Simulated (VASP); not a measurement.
# CdTe (Fm-3m) in VASP: a series of runs

Runs on CdTe. Level: r2SCAN+D4. Tasks: single point.

Program: VASP 6.6.1. These are calculated values, not measurements. Logs are shortened: lines on timing, memory, paths and dates and some standing lists are left out, and cuts for length are marked.

### 1 The cell of the first run

Symmetry: Fm-3m, No. 225, cubic system. Conventional cell: a = 5.975 Å, b = 5.975 Å, c = 5.975 Å, α = 90.00°, β = 90.00°, γ = 90.00°. Cd (site symmetry m-3m) has 6 Te at 2.99 Å within 3.9 Å. Within 3.9 Å of Te (site symmetry m-3m) lie 6 Cd at 2.99 Å.

### 2 Single point, r2SCAN+D4 (volume scaled by 0.96)

Input file POSCAR:

```
CdTe
1.0
    0.0000000000      2.9875138225      2.9875138225
    2.9875138225      0.0000000000      2.9875138225
    2.9875138225      2.9875138225      0.0000000000
Cd Te
1 1
Direct
    0.5000000000      0.5000000000      0.5000000000
    0.0000000000      0.0000000000      0.0000000000
```

Input file INCAR.step1:

```
PREC = Accurate
ENCUT = 520
ISMEAR = 0
SIGMA = 0.05
LREAL = F
LASPH = T
NELM = 100
NBANDS = 16
GGA = PE
ALGO = Normal
EDIFF = 1E-4
LWAVE = T
LCHARG = F
```

Input file INCAR.step2:

```
PREC = Accurate
ENCUT = 520
EDIFF = 1E-6
ISMEAR = 0
SIGMA = 0.05
LREAL = F
LASPH = T
NELM = 100
ALGO = Normal
ISIF = 2
LWAVE = F
LCHARG = T
METAGGA = R2SCAN
LMIXTAU = T
IVDW = 13
VDW_S6 = 1.0
VDW_S8 = 0.6018749
VDW_A1 = 0.51559235
VDW_A2 = 5.77342911
LELF = T
LVHAR = T
NBANDS = 16
ISTART = 1
```

Input file KPOINTS:

```
regular mesh
0
Gamma
  6 6 6
```

Potentials or basis: VASP PAW PBE potentials, release 64 (Cd, Te).

On the command line:

```console
$ cat potpaw_PBE.64/Cd/POTCAR potpaw_PBE.64/Te/POTCAR > POTCAR
$ cp INCAR.step1 INCAR
$ mpirun -np 1 vasp_std > vasp.out
$ cp INCAR.step2 INCAR
$ mpirun -np 1 vasp_std > vasp.out
```

OUTCAR:

```text
PREC = Accurate
   ENCUT = 520
   EDIFF = 1E-6
   ISMEAR = 0
   LREAL = F
   LASPH = T
   NELM = 100
   ISIF = 2
   METAGGA = R2SCAN
   IVDW = 13
   ISTART = 1

 ion  position               nearest neighbor table
   1  0.500  0.500  0.500-   2 2.99   2 2.99   2 2.99   2 2.99   2 2.99   2 2.99
   2  0.000  0.000  0.000-   1 2.99   1 2.99   1 2.99   1 2.99   1 2.99   1 2.99

  LATTYP: Found a face centered cubic cell.
 ALAT       =     5.9750276450

  Lattice vectors:

 A1 = (   0.0000000000,   2.9875138225,   2.9875138225)
 A2 = (   2.9875138225,   0.0000000000,   2.9875138225)
 A3 = (   2.9875138225,   2.9875138225,   0.0000000000)

Analysis of symmetry for initial positions (statically):
=====================================================================
 Subroutine PRICEL returns:
 Original cell was already a primitive cell.

 Routine SETGRP: Setting up the symmetry group for a
 face centered cubic supercell.

 Subroutine GETGRP returns: Found 48 space group operations
 (whereof 48 operations were pure point group operations)
 out of a pool of 48 trial point group operations.

The static configuration has the point symmetry O_h .

Analysis of symmetry for dynamics (positions and initial velocities):
=====================================================================
 Subroutine PRICEL returns:
 Original cell was already a primitive cell.

 Routine SETGRP: Setting up the symmetry group for a
 face centered cubic supercell.

 Subroutine GETGRP returns: Found 48 space group operations
 (whereof 48 operations were pure point group operations)
 out of a pool of 48 trial point group operations.

The dynamic configuration has the point symmetry O_h .

 Subroutine INISYM returns: Found 48 space group operations
 (whereof 48 operations are pure point group operations),
 and found     1 'primitive' translations

----------------------------------------------------------------------------------------

                                     Primitive cell

  volume of cell :      53.3285

  direct lattice vectors                    reciprocal lattice vectors
     0.000000000  2.987513822  2.987513822    -0.167363242  0.167363242  0.167363242
     2.987513822  0.000000000  2.987513822     0.167363242 -0.167363242  0.167363242
     2.987513822  2.987513822  0.000000000     0.167363242  0.167363242 -0.167363242

  length of vectors
     4.224982566  4.224982566  4.224982566     0.289881639  0.289881639  0.289881639

  position of ions in fractional coordinates (direct lattice)
     0.500000000  0.500000000  0.500000000
     0.000000000  0.000000000  0.000000000

  ion indices of the primitive-cell ions
   primitive index   ion index
                 1           1
                 2           2

----------------------------------------------------------------------------------------

 KPOINTS: regular mesh

Automatic generation of k-mesh.
 Grid dimensions read from file:
 generate k-points for:    6    6    6

 Generating k-lattice:

  Cartesian coordinates                     Fractional coordinates (reciprocal lattice)
    -0.027893874  0.027893874  0.027893874     0.166666667  0.000000000  0.000000000
     0.027893874 -0.027893874  0.027893874     0.000000000  0.166666667  0.000000000
     0.027893874  0.027893874 -0.027893874     0.000000000  0.000000000  0.166666667

  Length of vectors
     0.048313607  0.048313607  0.048313607

  Shift w.r.t. Gamma in fractional coordinates (k-lattice)
     0.000000000  0.000000000  0.000000000

 Subroutine IBZKPT returns following result:
 ===========================================

 Found     16 irreducible k-points:

 Following reciprocal coordinates:
            Coordinates               Weight
  0.000000  0.000000  0.000000      1.000000
  0.166667  0.000000  0.000000      8.000000
  0.333333  0.000000  0.000000      8.000000
  0.500000  0.000000  0.000000      4.000000
  0.166667  0.166667  0.000000      6.000000
  0.333333  0.166667  0.000000     24.000000
[... 8 lines left out ...]
 -0.333333  0.333333  0.166667     24.000000
 -0.333333  0.500000  0.166667     12.000000
   k-points           NKPTS =     16   k-points in BZ     NKDIM =     16   number of bands    NBANDS=     16
   number of dos      NEDOS =    301   number of ions     NIONS =      2
   total plane-waves  NPLWV =  32768
   dimension x,y,z NGX =    32 NGY =   32 NGZ =   32
   dimension x,y,z NGXF=    64 NGYF=   64 NGZF=   64
   ions per type =               1   1
   NGX,Y,Z   is equivalent  to a cutoff of  12.59, 12.59, 12.59 a.u.
   NGXF,Y,Z  is equivalent  to a cutoff of  25.18, 25.18, 25.18 a.u.
 SYSTEM =  unknown system
   PREC   = accura    normal or accurate (medium, high low for compatibility)
   ISTART =      1    job   : 0-new  1-cont  2-samecut
   ICHARG =      0    charge: 1-file 2-atom 10-const
   ISPIN  =      1    spin polarized calculation?
   LNONCOLLINEAR =      F non collinear calculations
   LSORBIT =      F    spin-orbit coupling
   LASPH  =      T    aspherical Exc in radial PAW
   ENCUT  =  520.0 eV  38.22 Ry    6.18 a.u.   7.86  7.86  7.86*2*pi/ulx,y,z
   NELM   =    100;   NELMIN=  2; NELMDL=  0     # of ELM steps
   EDIFF  = 0.1E-05   stopping-criterion for ELM
   LREAL  =      F    real-space projection
   EDIFFG = 0.1E-04   stopping-criterion for IOM
   NSW    =      0    number of steps for IOM
   IBRION =     -1    ionic relax: 0-MD 1-quasi-New 2-CG
   NFREE  =      0    steps in history (QN), initial steepest desc. (CG)
   ISIF   =      2    stress and relaxation
   ISYM   =      2    0-nonsym 1-usesym 2-fastsym
   POTIM  = 0.5000    time-step for ionic-motion
   TEBEG  =    0.0;   TEEND  =   0.0 temperature during run
   PSTRESS=    0.0 pullay stress
   NELECT =      18.0000    total number of electrons
   NUPDOWN=      -1.0000    fix difference up-down
   EMIN   =  10.00;   EMAX   =-10.00  energy-range for DOS
   EFERMI =   0.00;   METHOD = LEGACY
   ISMEAR =     0;   SIGMA  =   0.05  broadening in eV -4-tet -1-fermi 0-gaus
   EFERMI_NEDOS =   21; number of points for ismear=-14 and -15
   IALGO  =     38    algorithm
   IMIX   =      4    mixing-type and parameters
     AMIX     =   0.40;   BMIX     =  1.00
     AMIX_MAG =   1.60;   BMIX_MAG =  1.00
  volume/ion in A,a.u.               =      26.66       179.94
  Fermi-wavevector in a.u.,A,eV,Ry     =   1.139845  2.153994 17.677319  1.299246
  Thomas-Fermi vector in A             =   2.276548
   LORBIT       =      0    0 simple, 1 ext, 2 COOP (PROOUT), +10 PAW based schemes
   METAGGA = R2SCAN    functional components
   LHFCALC =     F    Hartree Fock is set to
   AEXX    =    0.0000 exact exchange contribution
   IVDW    =    13    specifies the selected vdW correction
   LEPSILON=     F    determine dielectric tensor
   LRPA    =     F    only Hartree local field effects (RPA)
 non-spin polarized calculation
 Gauss-broadening in eV      SIGMA  =   0.05
  energy-cutoff  :      520.00
  volume of cell :       53.33
 maximum number of plane-waves:      1459
   NGX = 15   NGY = 15   NGZ = 15

 number of electron      17.9999994 magnetization

 Free energy of the ion-electron system (eV)
  ---------------------------------------------------
  ext. energy  EPLUGINS =         0.00000000
  ---------------------------------------------------
  free energy    TOTEN  =       -46.25656158 eV

  energy without entropy =      -46.25531139  energy(sigma->0) =      -46.25593649

 E-fermi :   4.5410     XC(G=0): -10.5250

 val. band max:        4.5171489407   @ k =  -0.1667   0.1667   0.0000
 cond. band min:       4.7577366664   @ k =   0.3333   0.3333   0.0000
 fundamental gap:      0.2405877257
 Fermi energy:         4.5410127318

 k-point     1 :       0.0000    0.0000    0.0000
  band No.  band energies     occupation
      1      -7.9281      2.00000
      2      -4.3961      2.00000
      3      -4.3961      2.00000
      4      -4.3474      2.00000
      5      -4.3474      2.00000
      6      -4.3474      2.00000
[... 8 lines left out ...]
     15      12.9983      0.00000
     16      12.9983      0.00000

 k-point     2 :       0.1667    0.0000    0.0000
  band No.  band energies     occupation
      1      -7.6739      2.00000
      2      -4.4422      2.00000
      3      -4.4422      2.00000
      4      -4.3597      2.00000
      5      -4.3257      2.00000
      6      -4.3257      2.00000
[... 8 lines left out ...]
     15      12.8181      0.00000
     16      12.8181      0.00000

 k-point     3 :       0.3333    0.0000    0.0000
  band No.  band energies     occupation
      1      -7.0413      2.00000
      2      -4.5383      2.00000
      3      -4.5383      2.00000
      4      -4.4035      2.00000
      5      -4.2752      2.00000
      6      -4.2752      2.00000
[... 8 lines left out ...]
     15      14.4214      0.00000
     16      14.4214      0.00000

 k-point     4 :       0.5000    0.0000    0.0000
  band No.  band energies     occupation
      1      -6.6126      2.00000
      2      -4.5857      2.00000
      3      -4.5856      2.00000
      4      -4.4542      2.00000
      5      -4.2492      2.00000
      6      -4.2492      2.00000
[... 8 lines left out ...]
     15      16.2901      0.00000
     16      16.2901      0.00000
[... 172 lines left out ...]
 k-point    14 :       0.5000    0.3333    0.1667
  band No.  band energies     occupation
      1      -6.8965      2.00000
      2      -4.4754      2.00000
      3      -4.3771      2.00000
      4      -4.3402      2.00000
      5      -4.2484      2.00000
      6      -4.0703      2.00000
[... 8 lines left out ...]
     15      16.6392      0.00000
     16      16.7769      0.00000

 k-point    15 :      -0.3333    0.3333    0.1667
  band No.  band energies     occupation
      1      -6.7601      2.00000
      2      -4.5118      2.00000
      3      -4.3569      2.00000
      4      -4.3357      2.00000
      5      -4.2243      2.00000
      6      -3.8055      2.00000
[... 8 lines left out ...]
     15      15.2397      0.00000
     16      17.7934      0.00000

 k-point    16 :      -0.3333    0.5000    0.1667
  band No.  band energies     occupation
      1      -6.8490      2.00000
      2      -4.4427      2.00000
      3      -4.3862      2.00000
      4      -4.2783      2.00000
      5      -4.2033      2.00000
      6      -3.4631      2.00000
[... 8 lines left out ...]
     15      16.9337      0.00000
     16      18.3254      0.00000

------------------------ aborting loop because EDIFF is reached ----------------------------------------

  DFT-D4 for vdW energy calculation

  Edisp (eV):   -0.31472

  FORCE on cell =-STRESS in cart. coord.  units (eV):
  Direction    XX          YY          ZZ          XY          YZ          ZX
  --------------------------------------------------------------------------------------
  -------------------------------------------------------------------------------------
  Total       0.93907     0.93907     0.93907    -0.00000     0.00000    -0.00000
  in kB      28.21301    28.21301    28.21301    -0.00000     0.00000    -0.00000
  external pressure =       28.21 kB  Pullay stress =        0.00 kB

 VOLUME and BASIS-vectors are now :
 -----------------------------------------------------------------------------
  energy-cutoff  :      520.00
  volume of cell :       53.33
      direct lattice vectors                 reciprocal lattice vectors
     0.000000000  2.987513822  2.987513822    -0.167363242  0.167363242  0.167363242
     2.987513822  0.000000000  2.987513822     0.167363242 -0.167363242  0.167363242
     2.987513822  2.987513822  0.000000000     0.167363242  0.167363242 -0.167363242

 POSITION                                       TOTAL-FORCE (eV/Angst)
 -----------------------------------------------------------------------------------
      2.98751      2.98751      2.98751         0.000000     -0.000000     -0.000000
      0.00000      0.00000      0.00000        -0.000000      0.000000      0.000000
 -----------------------------------------------------------------------------------
    total drift:                               -0.000000     -0.000000      0.000000

  FREE ENERGIE OF THE ION-ELECTRON SYSTEM (eV)
  ---------------------------------------------------
  free  energy   TOTEN  =       -46.5712781468 eV

  energy  without entropy=      -46.5700279560  energy(sigma->0) =      -46.57065305
```

It took 22 s on 1 thread of Intel Xeon 6975P-C (Granite Rapids), shared host; peak memory 0.19 GiB.

What came out:

| Property | Result |
| --- | --- |
| Free energy | -46.5713 eV |
| Pressure | 2.8 GPa |
| Band gap on the k mesh | zero (band 9 reaches 4.52 eV, above the bottom of band 10 at 3.41 eV) |
| Dispersion energy per atom | -0.157 eV |

Levels at points of the mesh, in eV from the Fermi level:
| k point | band 5 | band 6 | band 7 | band 8 | band 9 | band 10 | band 11 | band 12 | band 13 | band 14 |
| --- | --- | --- | --- | --- | --- | --- | --- | --- | --- | --- |
| (0.00, 0.00, 0.00) | -8.89 | -8.89 | -0.63 | -0.63 | -0.63 | 1.17 | 7.45 | 7.45 | 7.45 | 8.46 |
| (0.50, 0.00, 0.00) | -8.79 | -8.79 | -5.70 | -0.12 | -0.12 | 3.12 | 4.24 | 4.24 | 5.50 | 11.13 |
| (0.50, 0.50, 0.00) | -8.74 | -7.86 | -4.69 | -2.45 | -2.45 | -1.13 | 4.39 | 10.25 | 10.25 | 11.09 |

Caveat: the PAW data sets were made with another functional, which shifts forces and pressure a little; spin-orbit coupling is left out, which moves the levels of the heavy elements; pairwise dispersion overbinds metals, which lowers pressure and volume.

### 3 Single point, r2SCAN+D4 (volume scaled by 0.98)

Input file POSCAR:

```
CdTe
1.0
    0.0000000000      3.0081180172      3.0081180172
    3.0081180172      0.0000000000      3.0081180172
    3.0081180172      3.0081180172      0.0000000000
Cd Te
1 1
Direct
    0.5000000000      0.5000000000      0.5000000000
    0.0000000000      0.0000000000      0.0000000000
```

Input file INCAR.step1:

```
  PREC = Accurate
  ENCUT = 520
  ISMEAR = 0
  SIGMA = 0.05
  LREAL = False
  LASPH = True
  NELM = 100
  NBANDS = 16
  GGA = PE
  ALGO = Normal
  EDIFF = 1E-4
  LWAVE = True
  LCHARG = False
```

Input file INCAR.step2:

```
  PREC = Accurate
  ENCUT = 520
  EDIFF = 1E-7
  ISMEAR = 0
  SIGMA = 0.05
  LREAL = False
  LASPH = True
  NELM = 100
  ALGO = Normal
  ISIF = 2
  LWAVE = False
  LCHARG = False
  METAGGA = R2SCAN
  LMIXTAU = True
  IVDW = 13
  VDW_S6 = 1.0
  VDW_S8 = 0.6018749
  VDW_A1 = 0.51559235
  VDW_A2 = 5.77342911
  NBANDS = 16
  ISTART = 1
```

Input file KPOINTS:

```
Automatic mesh
0
Gamma
  6 6 6
```

Potentials or basis: VASP PAW PBE potentials, release 64 (Cd, Te).

On the command line:

```console
$ cat potpaw_PBE.64/Cd/POTCAR potpaw_PBE.64/Te/POTCAR > POTCAR
$ cp INCAR.step1 INCAR
$ mpirun -np 1 vasp_std > vasp.out
$ cp INCAR.step2 INCAR
$ mpirun -np 1 vasp_std > vasp.out
```

OUTCAR:

```text
PREC = Accurate
   ENCUT = 520
   EDIFF = 1E-7
   ISMEAR = 0
   LREAL = False
   LASPH = True
   NELM = 100
   ISIF = 2
   METAGGA = R2SCAN
   IVDW = 13
   ISTART = 1

 ion  position               nearest neighbor table
   1  0.500  0.500  0.500-   2 3.01   2 3.01   2 3.01   2 3.01   2 3.01   2 3.01
   2  0.000  0.000  0.000-   1 3.01   1 3.01   1 3.01   1 3.01   1 3.01   1 3.01

  LATTYP: Found a face centered cubic cell.
 ALAT       =     6.0162360344

  Lattice vectors:

 A1 = (   0.0000000000,   3.0081180172,   3.0081180172)
 A2 = (   3.0081180172,   0.0000000000,   3.0081180172)
 A3 = (   3.0081180172,   3.0081180172,   0.0000000000)

Analysis of symmetry for initial positions (statically):
=====================================================================
 Subroutine PRICEL returns:
 Original cell was already a primitive cell.

 Routine SETGRP: Setting up the symmetry group for a
 face centered cubic supercell.

 Subroutine GETGRP returns: Found 48 space group operations
 (whereof 48 operations were pure point group operations)
 out of a pool of 48 trial point group operations.

[... 152 lines left out ...]

 E-fermi :   4.3109     XC(G=0): -10.4203

 val. band max:        4.2870485577   @ k =  -0.1667   0.1667   0.0000
 cond. band min:       4.5478373162   @ k =   0.3333   0.3333   0.0000
 fundamental gap:      0.2607887585
 Fermi energy:         4.3109109765

 k-point     1 :       0.0000    0.0000    0.0000
  band No.  band energies     occupation
      1      -8.0067      2.00000
      2      -4.5694      2.00000
      3      -4.5694      2.00000
      4      -4.5229      2.00000
      5      -4.5229      2.00000
      6      -4.5229      2.00000
[... 281 lines left out ...]
      3      -4.5580      2.00000
      4      -4.4569      2.00000
      5      -4.3878      2.00000
      6      -3.6863      2.00000
[... 8 lines left out ...]
     15      16.5730      0.00000
     16      18.0187      0.00000

------------------------ aborting loop because EDIFF is reached ----------------------------------------

  DFT-D4 for vdW energy calculation

  Edisp (eV):   -0.30886

  FORCE on cell =-STRESS in cart. coord.  units (eV):
  Direction    XX          YY          ZZ          XY          YZ          ZX
  --------------------------------------------------------------------------------------
  -------------------------------------------------------------------------------------
  Total       0.49655     0.49655     0.49655     0.00000     0.00000    -0.00000
  in kB      14.61378    14.61378    14.61378     0.00000     0.00000    -0.00000
  external pressure =       14.61 kB  Pullay stress =        0.00 kB

 VOLUME and BASIS-vectors are now :
 -----------------------------------------------------------------------------
  energy-cutoff  :      520.00
  volume of cell :       54.44
      direct lattice vectors                 reciprocal lattice vectors
     0.000000000  3.008118017  3.008118017    -0.166216883  0.166216883  0.166216883
     3.008118017  0.000000000  3.008118017     0.166216883 -0.166216883  0.166216883
     3.008118017  3.008118017  0.000000000     0.166216883  0.166216883 -0.166216883

 POSITION                                       TOTAL-FORCE (eV/Angst)
 -----------------------------------------------------------------------------------
      3.00812      3.00812      3.00812         0.000000      0.000000      0.000000
      0.00000      0.00000      0.00000         0.000000      0.000000     -0.000000
 -----------------------------------------------------------------------------------
    total drift:                               -0.000000     -0.000000      0.000000

  FREE ENERGIE OF THE ION-ELECTRON SYSTEM (eV)
  ---------------------------------------------------
  free  energy   TOTEN  =       -46.5861425459 eV

  energy  without entropy=      -46.5848924928  energy(sigma->0) =      -46.58551752
```

Wall time 22 s (1 thread of Intel Xeon 6975P-C (Granite Rapids), shared host); peak memory 0.19 GiB.

What came out:

| Quantity | Value |
| --- | --- |
| Free energy | -46.5861 eV |
| Pressure | 1.5 GPa |
| Band gap on the k mesh | zero (band 9 reaches 4.29 eV, above the bottom of band 10 at 3.20 eV) |
| Dispersion energy per atom | -0.154 eV |

Levels at points of the mesh, in eV from the Fermi level:
```csv
k point,band 5,band 6,band 7,band 8,band 9,band 10,band 11,band 12,band 13,band 14
"(0.00, 0.00, 0.00)",-8.83,-8.83,-0.60,-0.60,-0.60,1.06,7.46,7.46,7.46,8.40
"(0.50, 0.00, 0.00)",-8.74,-8.74,-5.58,-0.12,-0.12,3.13,4.26,4.26,5.39,11.03
"(0.50, 0.50, 0.00)",-8.70,-7.86,-4.55,-2.36,-2.36,-1.11,4.43,10.12,10.12,10.92
```

Caveat: the PAW data sets were made with another functional, which shifts forces and pressure a little; spin-orbit coupling is left out, which moves the levels of the heavy elements; pairwise dispersion overbinds metals, which lowers pressure and volume.

[end of part 1 of 2]
